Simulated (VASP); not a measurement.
# PIr (rocksalt type): electric field gradients with PBE

The system is PIr (rocksalt type).

```xyz
2
Lattice="0.0185 2.4648 2.4648 2.4648 0.0185 2.4648 2.4833 2.4833 0.0000" Properties=species:S:1:pos:R:3 pbc="T T T"
Ir    0.0000    0.0000    0.0000
P     2.4833    2.4833    2.4648
```

This cell differs from its parent crystal: xy shear strain of +1.5 %.

- Program: VASP 6.6.1
- Task: electric field gradients
- Functional: PBE
- Potentials or basis: VASP PAW PBE potentials, release 64 (Ir, P)
- Cutoff: 520 eV
- k mesh: 13 × 13 × 13
- Occupations: fermi-dirac, width 0.05 eV
- Spin: no spin polarisation
- Dipole correction: no
- Further INCAR settings: ALGO = Normal; EDIFF = 1e-08; NBANDS = 14

```json
{
 "Pressure": "0.4 GPa",
 "Band gap on the k mesh": "zero (bands 7 and 8 overlap by 1.43 eV)",
 "Largest electric field gradient by atom": "Ir -5.5; P -1.8 V/Å²"
}
```

Stress tensor (GPa, compression positive):
```
 0.39 -0.05  0.00
-0.05  0.39  0.00
 0.00  0.00  0.44
```

Levels at points of the mesh, in eV from the Fermi level:
```
           k point  band 5  band 6  band 7  band 8  band 9  band 10
(0.00, 0.00, 0.00)   -2.99   -2.99    0.16    0.24    0.32     6.09
```

Electric field gradients, principal values (V/Å²):
```
atom  least  middle  greatest (by size)
1 Ir  0.228   5.283              -5.510
 2 P  0.073   1.741              -1.814
```

Wall time 76 s on 1 thread of Intel(R) Xeon(R) 6975P-C (Granite Rapids) (shared host), peak memory 0.28 GiB.

Caveat: the cell differs from its parent crystal (xy shear strain of +1.5 %); without QUAD_EFG the Cq values of the log hold for a quadrupole moment of 1 mb, not for the nuclei; spin-orbit coupling is left out, which moves the levels of the heavy elements.
